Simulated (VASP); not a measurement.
Crystal: BaS.

```
Ba S
1.0
     0.00000    3.48985    3.48985
     3.48985    0.00000    3.48985
     3.48985    3.48985    0.00000
Ba S
1 1
Cartesian
  0.0000 0.0000 0.0000
  1.7449 1.7449 1.7449
```

This cell differs from its parent crystal: strain -0.8%.

Base run:

- Program: VASP 6.6.1
- Functional: r2SCAN
- Potentials or basis: VASP PAW PBE potentials, release 64 (Ba_sv, S)
- Cutoff: 520 eV
- k mesh: 6 × 6 × 6
- Occupations: gaussian, width 0.01 eV
- Spin: no spin polarisation

Its results: band gap on the k mesh 3.12 eV, indirect (least direct gap 3.69 eV); pressure 1.2 GPa.

Problem. The run is repeated on the same cell with these changes: functional from r2SCAN to PBE; occupations from gaussian, width 0.01 eV to fermi-dirac, width 0.02 eV. What comes out?

Solution. Band gap on the k mesh 2.80 eV, indirect (least direct gap 3.42 eV); pressure 1.1 GPa.

Caveats: spin-orbit coupling is left out, which moves the levels of the heavy elements; the PAW data sets were made with another functional, which shifts forces and pressure a little (some runs).

A k mesh can miss the band edges.
